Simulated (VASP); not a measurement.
# Si2Mo: single point with r2SCAN

Crystal: Si2Mo.

```
Si Mo
1.0
     4.63234    0.00000    0.00000
    -2.31617    4.01172    0.00000
     0.00000    0.00000    6.63345
Si Mo
6 3
Direct
  0.16392 0.83608 0.83333
  0.32785 0.16392 0.16667
  0.83608 0.67215 0.50000
  0.83608 0.16392 0.83333
  0.67215 0.83608 0.16667
  0.16392 0.32785 0.50000
  0.50000 0.00000 0.50000
  0.00000 0.50000 0.16667
  0.50000 0.50000 0.83333
```

| Quantity | Value |
| --- | --- |
| Program | VASP 6.6.1 |
| Task | single point |
| Functional | r2SCAN |
| Potentials or basis | VASP PAW PBE potentials, release 64 (Si, Mo_sv) |
| Cutoff | 520 eV |
| k mesh | 12 × 12 × 6 |
| Occupations | gaussian, width 0.01 eV |
| Spin | no spin polarisation |
| Dipole correction | no |
| Further INCAR settings | ALGO = Normal; EDIFF = 1e-06; NBANDS = 43 |

```
Pressure               : -5.8 GPa
Largest force          : 0.006 eV/Å
Band gap on the k mesh : 0.16 eV (least direct gap 0.66 eV)
```

Forces in eV/Å, atoms in the order of the input:
```
Si  -0.006  0.003  0.000
Si  -0.006 -0.003  0.000
Si   0.000  0.006  0.000
Si   0.006 -0.003  0.000
Si   0.006  0.003  0.000
Si   0.000 -0.006  0.000
Mo   0.000  0.000  0.000
Mo   0.000  0.000  0.000
Mo   0.000  0.000  0.000
```

Stress tensor (GPa, compression positive):
```
-5.74  0.00  0.00
 0.00 -5.74  0.00
 0.00  0.00 -5.84
```

Levels at points of the mesh, in eV from the valence-band top:
| k point | band 30 | band 31 | band 32 | band 33 | band 34 | band 35 | band 36 | band 37 |
| --- | --- | --- | --- | --- | --- | --- | --- | --- |
| (0.00, 0.00, 0.00) | -3.10 | -2.88 | -2.23 | -0.81 | 2.14 | 2.45 | 2.45 | 2.60 |
| (0.50, 0.00, 0.00) | -2.15 | -1.55 | -1.06 | -0.64 | 0.16 | 0.82 | 0.95 | 1.42 |
| (0.00, 0.00, 0.50) | -2.45 | -2.26 | -0.71 | -0.71 | 1.92 | 2.41 | 2.43 | 2.43 |
| (0.50, 0.00, 0.50) | -2.75 | -1.96 | -1.24 | 0.00 | 0.66 | 1.18 | 1.46 | 1.48 |

Wall time 32 min on 1 thread of Intel Xeon 8259CL (shared host), peak memory 0.46 GiB.

Caveat: the cell stands under tension; the PAW data sets were made with another functional, which shifts forces and pressure a little. A k mesh can miss the band edges.
